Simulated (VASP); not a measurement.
The system is SiNi.

```
Ni Si
1.0
     5.17310    0.00000    0.00000
     0.00000    3.33810    0.00000
     0.00000    0.00000    5.60490
Ni Si
4 4
Direct
  0.99221 0.75000 0.81248
  0.50779 0.25000 0.31248
  0.49221 0.75000 0.68752
  0.00779 0.25000 0.18752
  0.67872 0.25000 0.91750
  0.82128 0.75000 0.41750
  0.17872 0.25000 0.58250
  0.32128 0.75000 0.08250
```

Program: VASP 6.6.1. Alike in all runs: task single point; potentials or basis VASP PAW PBE potentials, release 64 (Ni, Si); spin collinear, ferromagnetic start; cell as given; k mesh 5 × 8 × 5; cutoff (eV) 520.

Question: Order these runs on this cell by their pressure, lowest first.
A. level RPBE; smearing fermi-dirac 0.05 eV
B. level PBE; smearing gaussian 0.013 eV
C. level r2SCAN; smearing fermi-dirac 0.05 eV

Answer: C (-3.2 GPa), B (1.7 GPa), A (5.1 GPa).

Caveats: the moments typed at the start vanished in this run; the PAW data sets were made with another functional, which shifts forces and pressure a little (at least some runs); the cell stands under tension (at least some runs); the cell stands under pressure (at least some runs).
